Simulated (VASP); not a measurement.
# Al in VASP: relaxation of the atoms with LDA

Aim: the relaxation of the atoms of Al with LDA.

Program: VASP 6.6.1. These are calculated values, not measurements. Logs are shortened: lines on timing, memory, paths and dates and some standing lists are left out, and cuts for length are marked.

## Step 1: The cell of the first run

The cell holds a slab with vacuum, 3 atoms: a = 2.817 Å, b = 2.817 Å, c = 18.600 Å, α = 90.00°, β = 90.00°, γ = 120.00°.

## Step 2: Relaxation of the atoms, LDA

INCAR reads:

```
SYSTEM = Al
ALGO = Normal ; DIPOL = 0.5 0.5 0.500
EDIFF = 1E-6 ; EDIFFG = -0.03
ENCUT = 520 ; IBRION = 2
IDIPOL = 3 ; ISIF = 2
ISMEAR = 0 ; LASPH = .TRUE.
LCHARG = .FALSE. ; LDIPOL = .TRUE.
LREAL = .FALSE. ; LWAVE = .FALSE.
NELM = 100 ; NSW = 70
PREC = Accurate ; SIGMA = 0.1
```

KPOINTS reads:

```
k-points
0
G
  12 12 1
  0 0 0
```

POSCAR reads:

```
Al
1.0
    2.8168432363      0.0000000000      0.0000000000
   -1.4084216182      2.4394578011      0.0000000000
    0.0000000000      0.0000000000     18.5998857429
Al
3
Selective dynamics
Direct
    0.6666666667      0.3333333333      0.3763463979  F F F
    0.3333333333      0.6666666667      0.5000000000  T T T
    0.0000000000      0.0000000000      0.6236536021  T T T
```

Potentials or basis: VASP PAW LDA potentials, release 64 (Al).

Command:

```
$ cat potpaw_LDA.64/Al/POTCAR > POTCAR
$ mpirun -np 1 vasp_std > vasp.out
```

OUTCAR:

```text
SYSTEM = Al
   EDIFF = 1E-6
   EDIFFG = -0.03
   ENCUT = 520
   IBRION = 2
   ISIF = 2
   ISMEAR = 0
   LASPH = .TRUE.
   LREAL = .FALSE.
   NELM = 100
   NSW = 70
   PREC = Accurate

 ion  position               nearest neighbor table
   1  0.667  0.333  0.376-   2 2.82   2 2.82   2 2.82
   2  0.333  0.667  0.500-   1 2.82   1 2.82   3 2.82   3 2.82   3 2.82   1 2.82
   3  0.000  0.000  0.624-   2 2.82   2 2.82   2 2.82

  LATTYP: Found a hexagonal cell.
 ALAT       =     2.8168432363
 C/A-ratio  =     6.6030958000

  Lattice vectors:

 A1 = (   2.8168432363,   0.0000000000,   0.0000000000)
 A2 = (  -1.4084216182,   2.4394578011,   0.0000000000)
 A3 = (   0.0000000000,   0.0000000000,  18.5998857429)

Analysis of symmetry for initial positions (statically):
=====================================================================
 Subroutine PRICEL returns:
 Original cell was already a primitive cell.

 Routine SETGRP: Setting up the symmetry group for a
 hexagonal supercell.

 Subroutine GETGRP returns: Found 12 space group operations
 (whereof  6 operations were pure point group operations)
 out of a pool of 24 trial point group operations.

The static configuration has the point symmetry C_3v.
 The point group associated with its full space group is D_3d.

Analysis of symmetry for dynamics (positions and initial velocities):
=====================================================================
 Subroutine PRICEL returns:
 Original cell was already a primitive cell.

 Routine SETGRP: Setting up the symmetry group for a
 hexagonal supercell.

 Subroutine GETGRP returns: Found 12 space group operations
 (whereof  6 operations were pure point group operations)
 out of a pool of 24 trial point group operations.

The dynamic configuration has the point symmetry C_3v.
 The point group associated with its full space group is D_3d.

Analysis of constrained symmetry for selective dynamics:
=====================================================================
 Subroutine PRICEL returns:
 Original cell was already a primitive cell.

 Routine SETGRP: Setting up the symmetry group for a
 hexagonal supercell.

 Subroutine GETGRP returns: Found  6 space group operations
 (whereof  6 operations were pure point group operations)
 out of a pool of 24 trial point group operations.

The constrained configuration has the point symmetry C_3v.

 Subroutine INISYM returns: Found  6 space group operations
 (whereof  6 operations are pure point group operations),
 and found     1 'primitive' translations

----------------------------------------------------------------------------------------

                                     Primitive cell

  volume of cell :     127.8104

  direct lattice vectors                    reciprocal lattice vectors
     2.816843236  0.000000000  0.000000000     0.355007331  0.204963578  0.000000000
    -1.408421618  2.439457801  0.000000000     0.000000000  0.409927157  0.000000000
     0.000000000  0.000000000 18.599885743     0.000000000  0.000000000  0.053763771

  length of vectors
     2.816843236  2.816843236 18.599885743     0.409927157  0.409927157  0.053763771

  position of ions in fractional coordinates (direct lattice)
     0.666666667  0.333333333  0.376346398
     0.333333333  0.666666667  0.500000000
     0.000000000  0.000000000  0.623653602

  ion indices of the primitive-cell ions
   primitive index   ion index
                 1           1
                 2           2
                 3           3

----------------------------------------------------------------------------------------

 KPOINTS: k-points

Automatic generation of k-mesh.
 Grid dimensions read from file:
 generate k-points for:   12   12    1

 Generating k-lattice:

  Cartesian coordinates                     Fractional coordinates (reciprocal lattice)
     0.029583944  0.017080298  0.000000000     0.083333333 -0.000000000  0.000000000
     0.000000000  0.034160596  0.000000000     0.000000000  0.083333333  0.000000000
     0.000000000  0.000000000  0.053763771     0.000000000  0.000000000  1.000000000

  Length of vectors
     0.034160596  0.034160596  0.053763771

  Shift w.r.t. Gamma in fractional coordinates (k-lattice)
     0.000000000  0.000000000  0.000000000

 Subroutine IBZKPT returns following result:
 ===========================================

 Found     19 irreducible k-points:

 Following reciprocal coordinates:
            Coordinates               Weight
  0.000000  0.000000  0.000000      1.000000
  0.083333  0.000000  0.000000      6.000000
  0.166667  0.000000  0.000000      6.000000
  0.250000 -0.000000  0.000000      6.000000
  0.333333 -0.000000  0.000000      6.000000
  0.416667 -0.000000  0.000000      6.000000
[... 11 lines left out ...]
  0.333333  0.250000  0.000000     12.000000
  0.333333  0.333333  0.000000      2.000000
   k-points           NKPTS =     19   k-points in BZ     NKDIM =     19   number of bands    NBANDS=      8
   number of dos      NEDOS =    301   number of ions     NIONS =      3
   total plane-waves  NPLWV =  80640
   dimension x,y,z NGX =    24 NGY =   24 NGZ =  140
   dimension x,y,z NGXF=    48 NGYF=   48 NGZF=  280
   ions per type =               3
   NGX,Y,Z   is equivalent  to a cutoff of  14.16, 14.16, 12.51 a.u.
   NGXF,Y,Z  is equivalent  to a cutoff of  28.33, 28.33, 25.03 a.u.
 SYSTEM =  Al
   PREC   = accura    normal or accurate (medium, high low for compatibility)
   ISTART =      0    job   : 0-new  1-cont  2-samecut
   ICHARG =      2    charge: 1-file 2-atom 10-const
   ISPIN  =      1    spin polarized calculation?
   LNONCOLLINEAR =      F non collinear calculations
   LSORBIT =      F    spin-orbit coupling
   LASPH  =      T    aspherical Exc in radial PAW
   ENCUT  =  520.0 eV  38.22 Ry    6.18 a.u.   5.24  5.24 34.58*2*pi/ulx,y,z
   NELM   =    100;   NELMIN=  2; NELMDL= -5     # of ELM steps
   EDIFF  = 0.1E-05   stopping-criterion for ELM
   LREAL  =      F    real-space projection
   EDIFFG = -.3E-01   stopping-criterion for IOM
   NSW    =     70    number of steps for IOM
   IBRION =      2    ionic relax: 0-MD 1-quasi-New 2-CG
   NFREE  =      1    steps in history (QN), initial steepest desc. (CG)
   ISIF   =      2    stress and relaxation
   ISYM   =      2    0-nonsym 1-usesym 2-fastsym
   POTIM  = 0.5000    time-step for ionic-motion
   TEBEG  =    0.0;   TEEND  =   0.0 temperature during run
   PSTRESS=    0.0 pullay stress
   NELECT =       9.0000    total number of electrons
   NUPDOWN=      -1.0000    fix difference up-down
   EMIN   =  10.00;   EMAX   =-10.00  energy-range for DOS
   EFERMI =   0.00;   METHOD = LEGACY
   ISMEAR =     0;   SIGMA  =   0.10  broadening in eV -4-tet -1-fermi 0-gaus
   EFERMI_NEDOS =   21; number of points for ismear=-14 and -15
   IALGO  =     38    algorithm
   IMIX   =      4    mixing-type and parameters
     AMIX     =   0.40;   BMIX     =  1.00
     AMIX_MAG =   1.60;   BMIX_MAG =  1.00
  volume/ion in A,a.u.               =      42.60       287.50
  Fermi-wavevector in a.u.,A,eV,Ry     =   0.676031  1.277514  6.218115  0.457019
  Thomas-Fermi vector in A             =   1.753224
   LORBIT       =      0    0 simple, 1 ext, 2 COOP (PROOUT), +10 PAW based schemes
   GGA     = CA    functional components
   LHFCALC =     F    Hartree Fock is set to
   AEXX    =    0.0000 exact exchange contribution
   IVDW    =     0    specifies the selected vdW correction
   LEPSILON=     F    determine dielectric tensor
   LRPA    =     F    only Hartree local field effects (RPA)
 conjugate gradient relaxation of ions
 non-spin polarized calculation
 Gauss-broadening in eV      SIGMA  =   0.10
  energy-cutoff  :      520.00
  volume of cell :      127.81
 maximum number of plane-waves:      3465
 NGX is ok and might be reduce to    24
   NGX = 11   NGY = 11   NGZ = 69

--------------------------------------- Ionic step        1  -------------------------------------------

 number of electron       9.0000000 magnetization

 Free energy of the ion-electron system (eV)
  ---------------------------------------------------
  ext. energy  EPLUGINS =         0.00000000
  ---------------------------------------------------
  free energy    TOTEN  =       -11.74758606 eV

  energy without entropy =      -11.73812991  energy(sigma->0) =      -11.74285798

------------------------ aborting loop because EDIFF is reached ----------------------------------------

  FORCE on cell =-STRESS in cart. coord.  units (eV):
  Direction    XX          YY          ZZ          XY          YZ          ZX
  --------------------------------------------------------------------------------------
  -------------------------------------------------------------------------------------
  Total       -0.7615788     -0.7615788     -0.5257607      0.0000000      0.0000000      0.0000000
  in kB       -9.5468292     -9.5468292     -6.5907141      0.0000000      0.0000000      0.0000000
  external PRESSURE =      -8.5614575 kB  Pullay stress =       0.0000000 kB
[... 203 lines left out ...]
  FREE ENERGIE OF THE ION-ELECTRON SYSTEM (eV)
  ---------------------------------------------------
  free  energy   TOTEN  =       -11.7504088252 eV

  energy  without entropy=      -11.7424490100  energy(sigma->0) =      -11.74642892

 dipolmoment           0.000000      0.000000      0.000215 electrons x Angstroem

--------------------------------------- Ionic step        7  -------------------------------------------

 number of electron       9.0000000 magnetization

------------------------ aborting loop because EDIFF is reached ----------------------------------------

  FORCE on cell =-STRESS in cart. coord.  units (eV):
  Direction    XX          YY          ZZ          XY          YZ          ZX
  --------------------------------------------------------------------------------------
  -------------------------------------------------------------------------------------
  Total       -0.6771096     -0.6771096     -0.0627404      0.0000000      0.0000000     -0.0000000
  in kB       -8.4879590     -8.4879590     -0.7864869      0.0000000      0.0000000     -0.0000000
  external PRESSURE =      -5.9208016 kB  Pullay stress =       0.0000000 kB
[... 22 lines left out ...]
  energy  without entropy=      -11.7441161209  energy(sigma->0) =      -11.74783054

--------------------------------------- Ionic step        8  -------------------------------------------

 number of electron       9.0000000 magnetization

 dipolmoment           0.000000      0.000000     -0.000413 electrons x Angstroem

 Free energy of the ion-electron system (eV)
  ---------------------------------------------------
  ext. energy  EPLUGINS =         0.00000000
  ---------------------------------------------------
  free energy    TOTEN  =       -11.75165533 eV

  energy without entropy =      -11.74442759  energy(sigma->0) =      -11.74804146

 E-fermi :   0.5834     XC(G=0):  -4.8486

 val. band max:        0.5694838226   @ k =   0.3333   0.2500   0.0000
 cond. band min:       0.6402674155   @ k =   0.4167   0.1667   0.0000
 fundamental gap:      0.0707835929
 Fermi energy:         0.5833684792

 k-point     1 :       0.0000    0.0000    0.0000
  band No.  band energies     occupation
      1     -10.2668      2.00000
      2      -8.5041      2.00000
      3      -5.7206      2.00000
      4      -2.5929      2.00000
      5       0.9991      0.00000
      6       3.5253      0.00000
      7       4.4429      0.00000
      8       6.0211      0.00000
[... 188 lines left out ...]
 k-point    19 :       0.3333    0.3333    0.0000
  band No.  band energies     occupation
      1      -2.3261      2.00000
      2      -2.3258      2.00000
      3      -2.2282      2.00000
      4      -1.1551      2.00000
      5      -0.3188      2.00000
      6      -0.3183      2.00000
      7       2.2940      0.00000
      8       2.2945      0.00000

------------------------ aborting loop because EDIFF is reached ----------------------------------------

 vacuum level on the upper side and lower side of the slab       (xc-potential included)        -0.015        -0.004

  FORCE on cell =-STRESS in cart. coord.  units (eV):
  Direction    XX          YY          ZZ          XY          YZ          ZX
  --------------------------------------------------------------------------------------
  -------------------------------------------------------------------------------------
  Total       -0.6676214     -0.6676214      0.0141156      0.0000000      0.0000000      0.0000000
  in kB       -8.3690192     -8.3690192      0.1769478      0.0000000      0.0000000      0.0000000
  external PRESSURE =      -5.5203636 kB  Pullay stress =       0.0000000 kB

 VOLUME and BASIS-vectors are now :
 -----------------------------------------------------------------------------
  energy-cutoff  :      520.00
  volume of cell :      127.81
      direct lattice vectors                 reciprocal lattice vectors
     2.816843236  0.000000000  0.000000000     0.355007331  0.204963578  0.000000000
    -1.408421618  2.439457801  0.000000000     0.000000000  0.409927157  0.000000000
     0.000000000  0.000000000 18.599885743     0.000000000  0.000000000  0.053763771
[... 9 lines left out ...]
  FREE ENERGIE OF THE ION-ELECTRON SYSTEM (eV)
  ---------------------------------------------------
  free  energy   TOTEN  =       -11.7516553255 eV

  energy  without entropy=      -11.7444275855  energy(sigma->0) =      -11.74804146

 reached required accuracy - stopping structural energy minimisation

 vacuum level on the upper side and lower side of the slab         4.600         4.605
```

Wall time 51 s (1 thread of Intel Xeon 6975P-C (Granite Rapids), shared host); peak memory 0.2 GiB.

Results:

```yaml
Free_energy: -11.7517 eV
Energy_gained_by_relaxing: 1.4 meV/atom
Ionic_steps: 8
Band_gap_on_the_k_mesh: zero (an odd number of electrons rules out a gap without spin polarisation)
```

The path:
```
step  energy change (eV)  largest force on free atoms (eV/Å)  pressure (GPa)
   1              0.0000                              0.1140           -0.86
   2             -0.0006                              0.0985           -0.83
   3             -0.0018                              0.0642           -0.77
   4             -0.0016                              0.1685           -0.61
   5             -0.0022                              0.1088           -0.70
   6             -0.0028                              0.0895           -0.67
   7             -0.0040                              0.0305           -0.59
   8             -0.0041                              0.0049           -0.55
```

Final structure:
```xyz
3
Lattice="2.8168 0.0000 0.0000 -1.4084 2.4395 0.0000 0.0000 0.0000 18.5999" Properties=species:S:1:pos:R:3 pbc="T T T"
Al    1.4084    0.8132    7.0000
Al    0.0000    1.6263    9.2658
Al    2.8168    0.0000   11.5309
```

Levels at points of the mesh, in eV from the Fermi level:
| k point | band 1 | band 2 | band 3 | band 4 | band 5 | band 6 | band 7 | band 8 |
| --- | --- | --- | --- | --- | --- | --- | --- | --- |
| (0.00, 0.00, 0.00) | -10.85 | -9.09 | -6.30 | -3.18 | 0.42 | 2.94 | 3.86 | 5.44 |
| (0.50, 0.00, 0.00) | -4.84 | -4.79 | -3.39 | -2.81 | -0.38 | -0.15 | 2.62 | 2.66 |
